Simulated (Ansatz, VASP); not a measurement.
# Tc in VASP and in Ansatz

```
Tc
1.0
     2.74000    0.00000    0.00000
    -1.37000    2.37291    0.00000
     0.00000    0.00000    4.39800
Tc
2
Direct
  0.33333 0.66667 0.25000
  0.66667 0.33333 0.75000
```

Alike in both runs: task single point; functional PBE; k mesh 15 × 15 × 8; occupations gaussian, width 0.05 eV; no spin polarisation.

```csv
,VASP,Ansatz
version,VASP 6.6.1,Ansatz 0.2.0
potentials or method,"VASP PAW PBE potentials, release 64 (Tc_pv), cutoff 520 eV","scalar-relativistic, plane waves, PAW"
valence electrons in the cell,26,30
```

Ansatz gave:

```
gap on the k mesh at the Fermi level (eV)                     : none
pressure (GPa)                                                : 2.9
traceless stress, the component that is largest in VASP (GPa) : -1.14
```

Task: What did VASP give for the same quantities?

Result: gap on the k mesh at the Fermi level (eV): none; pressure (GPa): 2.2; traceless stress, the component that is largest in VASP (GPa): -1.15.

A gap of «none» marks a metal or a gap that the smearing closes. VASP's potentials hold 26 valence electrons a cell and Ansatz's 30, so a difference there can come from the potentials and not from the codes.
